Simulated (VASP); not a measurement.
# O2 in VASP: further runs, part 2 of 2

VASP 6.6.1. Earlier steps stand in the parts before.

## 5. Relaxation of the atoms, PBE, collinear spin, ferromagnetic start

Contents of INCAR:

```
PREC = Accurate ; ENCUT = 520
EDIFF = 1E-7 ; ISMEAR = -1
SIGMA = 0.01 ; LREAL = False
LASPH = True ; NELM = 150
ALGO = Normal ; ISIF = 2
LWAVE = False ; LCHARG = False
ISPIN = 2 ; MAGMOM = 1 1
LORBIT = 11 ; GGA = PE
IBRION = 2 ; NSW = 80
EDIFFG = -0.01
```

Contents of KPOINTS:

```
regular mesh
0
Gamma
  1 1 1
```

Contents of POSCAR:

```
O
1.0
   12.0000000000      0.0000000000      0.0000000000
    0.0000000000     12.3000000000      0.0000000000
    0.0000000000      0.0000000000     12.6000000000
O
2
Direct
    0.5000000000      0.5000000000      0.4515873016
    0.5000000000      0.5000000000      0.5484126984
```

Potentials or basis: VASP PAW PBE potentials, release 64 (O).

Command:

```bash
> cat potpaw_PBE.64/O/POTCAR > POTCAR
> mpirun -np 1 vasp_gam > vasp.out
```

OUTCAR:

```text
PREC = Accurate
   ENCUT = 520
   EDIFF = 1E-7
   ISMEAR = -1
   LREAL = False
   LASPH = True
   NELM = 150
   ISIF = 2
   ISPIN = 2
   LORBIT = 11
   GGA = PE
   IBRION = 2
   NSW = 80
   EDIFFG = -0.01

 ion  position               nearest neighbor table
   1  0.500  0.500  0.452-   2 1.22
   2  0.500  0.500  0.548-   1 1.22

  LATTYP: Found a simple orthorhombic cell.
 ALAT       =    12.0000000000
 B/A-ratio  =     1.0250000000
 C/A-ratio  =     1.0500000000

  Lattice vectors:

 A1 = (  12.0000000000,   0.0000000000,   0.0000000000)
 A2 = (   0.0000000000,  12.3000000000,   0.0000000000)
 A3 = (   0.0000000000,   0.0000000000,  12.6000000000)

Analysis of symmetry for initial positions (statically):
=====================================================================
 Subroutine PRICEL returns:
 Original cell was already a primitive cell.

 Routine SETGRP: Setting up the symmetry group for a
 simple orthorhombic supercell.

 Subroutine GETGRP returns: Found  8 space group operations
 (whereof  8 operations were pure point group operations)
 out of a pool of  8 trial point group operations.

The static configuration has the point symmetry D_2h.

Analysis of symmetry for dynamics (positions and initial velocities):
=====================================================================
 Subroutine PRICEL returns:
 Original cell was already a primitive cell.

 Routine SETGRP: Setting up the symmetry group for a
 simple orthorhombic supercell.

 Subroutine GETGRP returns: Found  8 space group operations
 (whereof  8 operations were pure point group operations)
 out of a pool of  8 trial point group operations.

The dynamic configuration has the point symmetry D_2h.

Analysis of structural, dynamic, and magnetic symmetry:
=====================================================================
 Subroutine PRICEL returns:
 Original cell was already a primitive cell.

 Routine SETGRP: Setting up the symmetry group for a
 simple orthorhombic supercell.

 Subroutine GETGRP returns: Found  8 space group operations
 (whereof  8 operations were pure point group operations)
 out of a pool of  8 trial point group operations.

The overall configuration has the point symmetry D_2h.

 Subroutine INISYM returns: Found  8 space group operations
 (whereof  8 operations are pure point group operations),
 and found     1 'primitive' translations

----------------------------------------------------------------------------------------

                                     Primitive cell

  volume of cell :    1859.7600

  direct lattice vectors                    reciprocal lattice vectors
    12.000000000  0.000000000  0.000000000     0.083333333  0.000000000  0.000000000
     0.000000000 12.300000000  0.000000000     0.000000000  0.081300813  0.000000000
     0.000000000  0.000000000 12.600000000     0.000000000  0.000000000  0.079365079

  length of vectors
    12.000000000 12.300000000 12.600000000     0.083333333  0.081300813  0.079365079

  position of ions in fractional coordinates (direct lattice)
     0.500000000  0.500000000  0.451587302
     0.500000000  0.500000000  0.548412698

  ion indices of the primitive-cell ions
   primitive index   ion index
[... 39 lines left out ...]
   NGXF,Y,Z  is equivalent  to a cutoff of  24.94, 25.95, 25.33 a.u.
 SYSTEM =  unknown system
   PREC   = accura    normal or accurate (medium, high low for compatibility)
   ISTART =      0    job   : 0-new  1-cont  2-samecut
   ICHARG =      2    charge: 1-file 2-atom 10-const
   ISPIN  =      2    spin polarized calculation?
   LNONCOLLINEAR =      F non collinear calculations
   LSORBIT =      F    spin-orbit coupling
   LASPH  =      T    aspherical Exc in radial PAW
   ENCUT  =  520.0 eV  38.22 Ry    6.18 a.u.  22.31 22.87 23.43*2*pi/ulx,y,z
   NELM   =    150;   NELMIN=  2; NELMDL= -5     # of ELM steps
   EDIFF  = 0.1E-06   stopping-criterion for ELM
   LREAL  =      F    real-space projection
   EDIFFG = -.1E-01   stopping-criterion for IOM
   NSW    =     80    number of steps for IOM
   IBRION =      2    ionic relax: 0-MD 1-quasi-New 2-CG
   NFREE  =      1    steps in history (QN), initial steepest desc. (CG)
   ISIF   =      2    stress and relaxation
   ISYM   =      2    0-nonsym 1-usesym 2-fastsym
   POTIM  = 0.5000    time-step for ionic-motion
   TEBEG  =    0.0;   TEEND  =   0.0 temperature during run
   PSTRESS=    0.0 pullay stress
   NELECT =      12.0000    total number of electrons
   NUPDOWN=      -1.0000    fix difference up-down
   EMIN   =  10.00;   EMAX   =-10.00  energy-range for DOS
   EFERMI =   0.00;   METHOD = LEGACY
   ISMEAR =    -1;   SIGMA  =   0.01  broadening in eV -4-tet -1-fermi 0-gaus
   EFERMI_NEDOS =   21; number of points for ismear=-14 and -15
   IALGO  =     38    algorithm
   IMIX   =      4    mixing-type and parameters
     AMIX     =   0.40;   BMIX     =  1.00
     AMIX_MAG =   1.60;   BMIX_MAG =  1.00
  volume/ion in A,a.u.               =     929.88      6275.14
  Fermi-wavevector in a.u.,A,eV,Ry     =   0.304778  0.575946  1.263836  0.092889
  Thomas-Fermi vector in A             =   1.177187
   LORBIT       =     11    0 simple, 1 ext, 2 COOP (PROOUT), +10 PAW based schemes
   GGA     = PE    functional components
   LHFCALC =     F    Hartree Fock is set to
   AEXX    =    0.0000 exact exchange contribution
   IVDW    =     0    specifies the selected vdW correction
   LEPSILON=     F    determine dielectric tensor
   LRPA    =     F    only Hartree local field effects (RPA)
 conjugate gradient relaxation of ions
 spin polarized calculation
  energy-cutoff  :      520.00
  volume of cell :     1859.76
 maximum number of plane-waves:     25042
 NGX is ok and might be reduce to    90
   NGX = 45   NGY = 45   NGZ = 47

--------------------------------------- Ionic step        1  -------------------------------------------

 number of electron      11.9999999 magnetization       1.9999999

 Free energy of the ion-electron system (eV)
  ---------------------------------------------------
  ext. energy  EPLUGINS =         0.00000000
  ---------------------------------------------------
  free energy    TOTEN  =        -9.87818915 eV

  energy without entropy =       -9.87818915  energy(sigma->0) =       -9.87818915

------------------------ aborting loop because EDIFF is reached ----------------------------------------

  FORCE on cell =-STRESS in cart. coord.  units (eV):
  Direction    XX          YY          ZZ          XY          YZ          ZX
  --------------------------------------------------------------------------------------
  -------------------------------------------------------------------------------------
  Total       -0.0687191     -0.0684154      1.1437013      0.0000000      0.0000000      0.0000000
  in kB       -0.0592013     -0.0589397      0.9852951      0.0000000      0.0000000      0.0000000
  external PRESSURE =       0.2890514 kB  Pullay stress =       0.0000000 kB
[... 95 lines left out ...]
--------------------------------------- Ionic step        4  -------------------------------------------

 number of electron      11.9999998 magnetization       1.9999998

 Free energy of the ion-electron system (eV)
  ---------------------------------------------------
  ext. energy  EPLUGINS =         0.00000000
  ---------------------------------------------------
  free energy    TOTEN  =        -9.88466494 eV

  energy without entropy =       -9.88466494  energy(sigma->0) =       -9.88466494

 E-fermi :  -6.6469     XC(G=0):  -0.3143

 val. band max:       -6.9579168140   @ k =   0.0000   0.0000   0.0000
 cond. band min:      -4.6534642107   @ k =   0.0000   0.0000   0.0000
 fundamental gap:      2.3044526033
 Fermi energy:        -6.6469182310

 spin component 1

 k-point     1 :       0.0000    0.0000    0.0000
  band No.  band energies     occupation
      1     -32.4899      1.00000
      2     -20.6304      1.00000
      3     -13.3730      1.00000
      4     -13.2716      1.00000
      5     -13.2716      1.00000
      6      -6.9579      1.00000
      7      -6.9579      1.00000
      8      -0.2543      0.00000
      9       0.5182      0.00000
     10       0.6281      0.00000
     11       0.7621      0.00000
 Fermi energy:        -6.6469182310

 spin component 2

 k-point     1 :       0.0000    0.0000    0.0000
  band No.  band energies     occupation
      1     -31.2752      1.00000
      2     -18.8336      1.00000
      3     -12.4781      1.00000
      4     -11.4073      1.00000
      5     -11.4073      1.00000
      6      -4.6535      0.00000
      7      -4.6534      0.00000
      8      -0.1596      0.00000
      9       0.7071      0.00000
     10       0.7081      0.00000
     11       0.8460      0.00000
[... 27 lines left out ...]
  FREE ENERGIE OF THE ION-ELECTRON SYSTEM (eV)
  ---------------------------------------------------
  free  energy   TOTEN  =        -9.8846649422 eV

  energy  without entropy=       -9.8846649422  energy(sigma->0) =       -9.88466494

 reached required accuracy - stopping structural energy minimisation

 total charge

# of ion       s       p       d       tot
------------------------------------------
    1        1.611   3.276   0.000   4.887
    2        1.611   3.276   0.000   4.887
--------------------------------------------------
tot          3.223   6.552   0.000   9.774

 magnetization (x)

# of ion       s       p       d       tot
------------------------------------------
    1        0.010   0.801   0.000   0.811
    2        0.010   0.801   0.000   0.811
--------------------------------------------------
tot          0.020   1.602   0.000   1.622
```

OSZICAR:

```text
N       E                     dE             d eps       ncg     rms          rms(c)
DAV:   1     0.133285781207E+03    0.13329E+03   -0.27062E+03    60   0.580E+02
DAV:   2     0.482671856218E+02   -0.85019E+02   -0.84426E+02    68   0.104E+02
[... 73 lines left out ...]
DAV:   2    -0.988466076218E+01    0.40610E-05   -0.33140E-06    50   0.188E-02    0.256E-03
DAV:   3    -0.988466417266E+01   -0.34105E-05   -0.19150E-07    50   0.489E-03    0.115E-03
DAV:   4    -0.988466459750E+01   -0.42484E-06   -0.64389E-08    47   0.238E-03    0.403E-04
DAV:   5    -0.988466477705E+01   -0.17954E-06   -0.38526E-09    44   0.118E-03    0.206E-04
DAV:   6    -0.988466489085E+01   -0.11381E-06    0.40358E-09    50   0.605E-04    0.589E-05
DAV:   7    -0.988466494221E+01   -0.51360E-07    0.59008E-09    47   0.299E-04
   4 F= -.98846649E+01 E0= -.98846649E+01  d E =-.647579E-02  mag=     2.0000
```

It took 13 min on 1 thread of Intel Xeon Platinum 8488C (Sapphire Rapids), shared host; peak memory 1.9 GiB.

What came out:

| Quantity | Value |
| --- | --- |
| Free energy | -9.8847 eV |
| Energy gained by relaxing | 3.2 meV/atom |
| Ionic steps | 4 |
| Gap between the frontier levels | 2.30 eV |
| Net moment | 2.00 μB per cell |
| Site moments | O +0.81 μB |
| Valence electrons inside the program's atomic spheres | O 4.89 |

Step by step:
```tsv
step	energy change (eV)	largest force (eV/Å)	pressure (GPa)
1	0.0000	0.9987	0.03
2	0.1980	4.4457	-0.17
3	-0.0065	0.0198	-0.01
4	-0.0065	0.0005	-0.01
```

Final structure:
```
CELL_PARAMETERS angstrom
12.00000 0.00000 0.00000
0.00000 12.30000 0.00000
0.00000 0.00000 12.60000
ATOMIC_POSITIONS crystal
O 0.50000 0.50000 0.45106
O 0.50000 0.50000 0.54894
```

Levels at points of the mesh, in eV from the valence-band top:
Spin up:
| k point | band 4 | band 5 | band 6 | band 7 | band 8 | band 9 | band 10 | band 11 |
| --- | --- | --- | --- | --- | --- | --- | --- | --- |
| (0.00, 0.00, 0.00) | -6.31 | -6.31 | 0.00 | 0.00 | 6.70 | 7.48 | 7.59 | 7.72 |
Spin down:
| k point | band 2 | band 3 | band 4 | band 5 | band 6 | band 7 | band 8 | band 9 |
| --- | --- | --- | --- | --- | --- | --- | --- | --- |
| (0.00, 0.00, 0.00) | -11.88 | -5.52 | -4.45 | -4.45 | 2.30 | 2.30 | 6.80 | 7.67 |

Caveat: the standard files for N, O and F lose accuracy on very short bonds.

## 6. Summary

```csv
task,spin,cell,gap on the mesh (eV),moment (μB),largest force (eV/Å)
single point,"collinear, ferromagnetic start",as given,2.31,2.00,1.15
single point,"non-collinear, typed start, SOC",as given,-,2.00,1.15
relaxation of the atoms,"collinear, ferromagnetic start",atoms relaxed,2.30,2.00,-
```

Alike in all rows: level PBE; potentials or basis VASP PAW PBE potentials, release 64 (O); k mesh 1 × 1 × 1; cutoff (eV) 520; smearing fermi-dirac 0.01 eV.

Caveats: the standard files for N, O and F lose accuracy on very short bonds.

Total energies depend on the potentials used, so only differences within one code and one set of settings carry meaning.
